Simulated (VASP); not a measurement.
# BN in VASP: single point with PBEsol

Aim: the single point of BN with PBEsol.

Everything below comes from runs of VASP 6.6.1. Logs are shortened: lines on timing, memory, paths and dates and some standing lists are left out, and cuts for length are marked.

### 1 The cell of the first run

The cell holds a slab with vacuum, 12 atoms: a = 3.770 Å, b = 4.337 Å, c = 23.260 Å, α = 90.00°, β = 90.00°, γ = 112.55°.

### 2 Single point, PBEsol

Input file INCAR:

```
ALGO = Normal
DIPOL = 0.5 0.5 0.499
EDIFF = 1E-6
ENCUT = 520
GGA = PS
IDIPOL = 3
ISIF = 2
ISMEAR = 0
LASPH = True
LCHARG = False
LDIPOL = True
LREAL = False
LWAVE = False
NBANDS = 36
NELM = 60
PREC = Accurate
SIGMA = 0.05
```

Input file KPOINTS:

```
k-points
0
Gamma
  8 7 1
```

Input file POSCAR:

```
BN
1.0
    3.7697979072      0.0000000000      0.0000000000
   -1.6634819977      4.0057209719      0.0000000000
    0.0000000000      0.0000000000     23.2604866792
B N
6 6
Direct
    0.0011289153      0.5003763051      0.3654265759
    0.0011289153      0.0003763051      0.4192559455
    0.0011289153      0.5003763051      0.4730853152
    0.0003774459     -0.0012191432      0.5260810605
    0.0034928453      0.5052138203      0.5834839143
    0.0008127597     -0.0546046213      0.6224266049
    0.0015720847      0.1671906949      0.3654265759
    0.0015720847      0.6671906949      0.4192559455
    0.0015720847      0.1671906949      0.4730853152
    0.0022624062      0.6668165474      0.5271823645
   -0.0005924872      0.1692281629      0.5803826788
    0.0079814074      0.6595830602      0.6378175749
```

Potentials or basis: VASP PAW PBE potentials, release 64 (B, N).

The run is started by

```sh
> cat potpaw_PBE.64/B/POTCAR potpaw_PBE.64/N/POTCAR > POTCAR
> mpirun -np 1 vasp_std > vasp.out
```

OUTCAR:

```text
EDIFF = 1E-6
   ENCUT = 520
   GGA = PS
   ISIF = 2
   ISMEAR = 0
   LASPH = True
   LREAL = False
   NELM = 60
   PREC = Accurate

 ion  position               nearest neighbor table
   1  0.001  0.500  0.365-   8 1.45   7 1.45
   2  0.001  0.000  0.419-   7 1.45   8 1.45   9 1.45
   3  0.001  0.500  0.473-   9 1.45   8 1.45  10 1.45
   4  0.000  0.999  0.526-   9 1.43  10 1.44  11 1.46
   5  0.003  0.505  0.583-  12 1.43  11 1.45  10 1.49   6 2.12
   6  0.001  0.945  0.622-  12 1.30  11 1.38   5 2.12
   7  0.002  0.167  0.365-   2 1.45   1 1.45
   8  0.002  0.667  0.419-   1 1.45   2 1.45   3 1.45
   9  0.002  0.167  0.473-   4 1.43   3 1.45   2 1.45
  10  0.002  0.667  0.527-   4 1.44   3 1.45   5 1.49
  11  0.999  0.169  0.580-   6 1.38   5 1.45   4 1.46
  12  0.008  0.660  0.638-   6 1.30   5 1.43

  LATTYP: Found a simple monoclinic cell.
 ALAT       =     3.7697979072
 B/A-ratio  =     6.1702211237
 C/A-ratio  =     1.1505636403
 COS(beta)  =    -0.3835212134

  Lattice vectors:

 A1 = (   3.7697979072,   0.0000000000,   0.0000000000)
 A2 = (   0.0000000000,   0.0000000000, -23.2604866792)
 A3 = (  -1.6634819977,   4.0057209719,   0.0000000000)

Analysis of symmetry for initial positions (statically):
=====================================================================
 Subroutine PRICEL returns:
 Original cell was already a primitive cell.

 Routine SETGRP: Setting up the symmetry group for a
 simple monoclinic supercell.

 Subroutine GETGRP returns: Found  1 space group operations
 (whereof  1 operations were pure point group operations)
 out of a pool of  4 trial point group operations.

The static configuration has the point symmetry C_1 .

Analysis of symmetry for dynamics (positions and initial velocities):
=====================================================================
 Subroutine PRICEL returns:
 Original cell was already a primitive cell.

 Routine SETGRP: Setting up the symmetry group for a
 simple monoclinic supercell.

 Subroutine GETGRP returns: Found  1 space group operations
 (whereof  1 operations were pure point group operations)
 out of a pool of  4 trial point group operations.

The dynamic configuration has the point symmetry C_1 .

 Subroutine INISYM returns: Found  1 space group operations
 (whereof  1 operations are pure point group operations),
 and found     1 'primitive' translations

----------------------------------------------------------------------------------------

                                     Primitive cell

  volume of cell :     351.2510

  direct lattice vectors                    reciprocal lattice vectors
     3.769797907  0.000000000  0.000000000     0.265266209  0.110158837  0.000000000
    -1.663481998  4.005720972  0.000000000     0.000000000  0.249642950  0.000000000
     0.000000000  0.000000000 23.260486679     0.000000000  0.000000000  0.042991362

  length of vectors
     3.769797907  4.337392403 23.260486679     0.287230101  0.249642950  0.042991362

  position of ions in fractional coordinates (direct lattice)
     0.001128915  0.500376305  0.365426576
     0.001128915  0.000376305  0.419255945
     0.001128915  0.500376305  0.473085315
     0.000377446  0.998780857  0.526081060
     0.003492845  0.505213820  0.583483914
     0.000812760  0.945395379  0.622426605
     0.001572085  0.167190695  0.365426576
     0.001572085  0.667190695  0.419255945
     0.001572085  0.167190695  0.473085315
     0.002262406  0.666816547  0.527182364
     0.999407513  0.169228163  0.580382679
     0.007981407  0.659583060  0.637817575

  ion indices of the primitive-cell ions
   primitive index   ion index
                 1           1
                 2           2
                 3           3
                 4           4
                 5           5
                 6           6
                 7           7
                 8           8
                 9           9
                10          10
                11          11
                12          12

----------------------------------------------------------------------------------------

 KPOINTS: k-points

Automatic generation of k-mesh.
 Grid dimensions read from file:
 generate k-points for:    8    7    1

 Generating k-lattice:

  Cartesian coordinates                     Fractional coordinates (reciprocal lattice)
     0.033158276  0.013769855  0.000000000     0.125000000  0.000000000  0.000000000
     0.000000000  0.035663279  0.000000000     0.000000000  0.142857143  0.000000000
     0.000000000  0.000000000  0.042991362     0.000000000  0.000000000  1.000000000

  Length of vectors
     0.035903763  0.035663279  0.042991362

  Shift w.r.t. Gamma in fractional coordinates (k-lattice)
     0.000000000  0.000000000  0.000000000

 Subroutine IBZKPT returns following result:
 ===========================================

 Found     29 irreducible k-points:

 Following reciprocal coordinates:
            Coordinates               Weight
  0.000000  0.000000  0.000000      1.000000
  0.125000  0.000000  0.000000      2.000000
  0.250000  0.000000  0.000000      2.000000
  0.375000  0.000000  0.000000      2.000000
  0.500000  0.000000  0.000000      1.000000
  0.000000  0.142857  0.000000      2.000000
[... 16 lines left out ...]
  0.125000  0.428571  0.000000      2.000000
  0.250000  0.428571  0.000000      2.000000
 [... further k-points ...]
   k-points           NKPTS =     29   k-points in BZ     NKDIM =     29   number of bands    NBANDS=     36
   number of dos      NEDOS =    301   number of ions     NIONS =     12
   total plane-waves  NPLWV = 161280
   dimension x,y,z NGX =    28 NGY =   32 NGZ =  180
   dimension x,y,z NGXF=    56 NGYF=   64 NGZF=  360
   ions per type =               6   6
   NGX,Y,Z   is equivalent  to a cutoff of  12.35, 12.27, 12.86 a.u.
   NGXF,Y,Z  is equivalent  to a cutoff of  24.70, 24.53, 25.73 a.u.
 SYSTEM =  unknown system
   PREC   = accura    normal or accurate (medium, high low for compatibility)
   ISTART =      0    job   : 0-new  1-cont  2-samecut
   ICHARG =      2    charge: 1-file 2-atom 10-const
   ISPIN  =      1    spin polarized calculation?
   LNONCOLLINEAR =      F non collinear calculations
   LSORBIT =      F    spin-orbit coupling
   LASPH  =      T    aspherical Exc in radial PAW
   ENCUT  =  520.0 eV  38.22 Ry    6.18 a.u.   7.01  8.06 43.25*2*pi/ulx,y,z
   NELM   =     60;   NELMIN=  2; NELMDL= -5     # of ELM steps
   EDIFF  = 0.1E-05   stopping-criterion for ELM
   LREAL  =      F    real-space projection
   EDIFFG = 0.1E-04   stopping-criterion for IOM
   NSW    =      0    number of steps for IOM
   IBRION =     -1    ionic relax: 0-MD 1-quasi-New 2-CG
   NFREE  =      0    steps in history (QN), initial steepest desc. (CG)
   ISIF   =      2    stress and relaxation
   ISYM   =      2    0-nonsym 1-usesym 2-fastsym
   POTIM  = 0.5000    time-step for ionic-motion
   TEBEG  =    0.0;   TEEND  =   0.0 temperature during run
   PSTRESS=    0.0 pullay stress
   NELECT =      48.0000    total number of electrons
   NUPDOWN=      -1.0000    fix difference up-down
   EMIN   =  10.00;   EMAX   =-10.00  energy-range for DOS
   EFERMI =   0.00;   METHOD = LEGACY
   ISMEAR =     0;   SIGMA  =   0.05  broadening in eV -4-tet -1-fermi 0-gaus
   EFERMI_NEDOS =   21; number of points for ismear=-14 and -15
   IALGO  =     38    algorithm
   IMIX   =      4    mixing-type and parameters
     AMIX     =   0.40;   BMIX     =  1.00
     AMIX_MAG =   1.60;   BMIX_MAG =  1.00
  volume/ion in A,a.u.               =      29.27       197.53
  Fermi-wavevector in a.u.,A,eV,Ry     =   0.843236  1.593486  9.674392  0.711048
  Thomas-Fermi vector in A             =   1.958072
   LORBIT       =      0    0 simple, 1 ext, 2 COOP (PROOUT), +10 PAW based schemes
   GGA     = PS    functional components
   LHFCALC =     F    Hartree Fock is set to
   AEXX    =    0.0000 exact exchange contribution
   IVDW    =     0    specifies the selected vdW correction
   LEPSILON=     F    determine dielectric tensor
   LRPA    =     F    only Hartree local field effects (RPA)
 non-spin polarized calculation
 Gauss-broadening in eV      SIGMA  =   0.05
  energy-cutoff  :      520.00
  volume of cell :      351.25
 maximum number of plane-waves:      9526
   NGX = 15   NGY = 17   NGZ = 87

 dipolmoment           0.000000      0.000000     -0.000004 electrons x Angstroem

 number of electron      48.0000001 magnetization

 dipolmoment           0.000000      0.000000      0.078096 electrons x Angstroem

 Free energy of the ion-electron system (eV)
  ---------------------------------------------------
  ext. energy  EPLUGINS =         0.00000000
  ---------------------------------------------------
  free energy    TOTEN  =      -101.39094559 eV

  energy without entropy =     -101.39094559  energy(sigma->0) =     -101.39094559

 E-fermi :  -3.5166     XC(G=0):  -3.9005

 val. band max:       -3.7505600529   @ k =   0.0000   0.0000   0.0000
 cond. band min:      -2.5649185909   @ k =   0.0000   0.4286   0.0000
 fundamental gap:      1.1856414620
 Fermi energy:        -3.5165736402

 k-point     1 :       0.0000    0.0000    0.0000
  band No.  band energies     occupation
      1     -21.7525      2.00000
      2     -20.7597      2.00000
      3     -19.1675      2.00000
      4     -18.6729      2.00000
      5     -18.2538      2.00000
      6     -17.3517      2.00000
[... 28 lines left out ...]
     35       3.4021      0.00000
     36       4.4138      0.00000
[... 866 lines left out ...]
      6     -17.7233      2.00000
[... 28 lines left out ...]
     35       4.8159      0.00000
     36       5.3135      0.00000

 [... further k-points ...]

------------------------ aborting loop because EDIFF is reached ----------------------------------------

 vacuum level on the upper side and lower side of the slab       (xc-potential included)         0.321        -0.584

  FORCE on cell =-STRESS in cart. coord.  units (eV):
  Direction    XX          YY          ZZ          XY          YZ          ZX
  --------------------------------------------------------------------------------------
  -------------------------------------------------------------------------------------
  Total       -0.8953672     -4.5820144     -2.5537706      1.3648172      1.5749525     -0.5824623
  in kB       -4.0840795    -20.9001534    -11.6486315      6.2254037      7.1839033     -2.6568120
  external PRESSURE =     -12.2109548 kB  Pullay stress =       0.0000000 kB

 VOLUME and BASIS-vectors are now :
 -----------------------------------------------------------------------------
  energy-cutoff  :      520.00
  volume of cell :      351.25
      direct lattice vectors                 reciprocal lattice vectors
     3.769797907  0.000000000  0.000000000     0.265266209  0.110158837  0.000000000
    -1.663481998  4.005720972  0.000000000     0.000000000  0.249642950  0.000000000
     0.000000000  0.000000000 23.260486679     0.000000000  0.000000000  0.042991362

 POSITION                                       TOTAL-FORCE (eV/Angst)
 -----------------------------------------------------------------------------------
     -0.82811      2.00437      8.50000         2.343753     -5.886348      3.600029
      0.00363      0.00151      9.75210        -0.253683      0.823454     -1.205908
     -0.82811      2.00437     11.00419         0.261835     -0.633692      0.367069
     -1.66003      4.00084     12.23690        -0.001995      0.003284     -0.006576
     -0.82725      2.02375     13.57212         0.015356     -0.036954     -0.022468
     -1.56958      3.78699     14.47795        -0.019589      0.044721      0.015017
     -0.27219      0.66972      8.50000        -1.771360      4.341418     -1.129731
     -1.10393      2.67258      9.75210        -0.436625      1.045424     -1.621068
     -0.27219      0.66972     11.00419        -0.142541      0.302466     -0.060826
     -1.10071      2.67108     12.26252        -0.000041      0.001204     -0.003207
      3.48606      0.67788     13.49998         0.000596      0.002236      0.030922
     -1.06712      2.64211     14.83595         0.004293     -0.007213      0.036747
 -----------------------------------------------------------------------------------
    total drift:                                0.000010      0.000432     -0.000294

  FREE ENERGIE OF THE ION-ELECTRON SYSTEM (eV)
  ---------------------------------------------------
  free  energy   TOTEN  =      -101.3909455941 eV

  energy  without entropy=     -101.3909455941  energy(sigma->0) =     -101.39094559

 vacuum level on the upper side and lower side of the slab         3.247         2.324
```

Run time: 34 min. Hardware: 1 thread of Oxide Virtual Turin-like, shared host; peak memory 0.52 GiB.

What came out:

* Free energy: -101.3909 eV
* Largest force: 7.287 eV/Å
* Band gap on the k mesh: 1.19 eV, indirect (least direct gap 1.82 eV)

Forces in eV/Å, atoms in the order of the input:
```
B    2.344 -5.886  3.600
B   -0.254  0.823 -1.206
B    0.262 -0.634  0.367
B   -0.002  0.003 -0.007
B    0.015 -0.037 -0.022
B   -0.020  0.045  0.015
N   -1.771  4.341 -1.130
N   -0.437  1.045 -1.621
N   -0.143  0.302 -0.061
N    0.000  0.001 -0.003
N    0.001  0.002  0.031
N    0.004 -0.007  0.037
```

Levels at points of the mesh, in eV from the valence-band top:
```
           k point  band 21  band 22  band 23  band 24  band 25  band 26  band 27  band 28
(0.00, 0.00, 0.00)    -1.24    -0.83    -0.34     0.00     1.83     3.75     3.97     4.06
(0.50, 0.00, 0.00)    -1.01    -0.69    -0.63    -0.22     2.09     3.99     4.44     4.70
```

Caveat: the PAW data sets were made with another functional, which shifts forces and pressure a little.
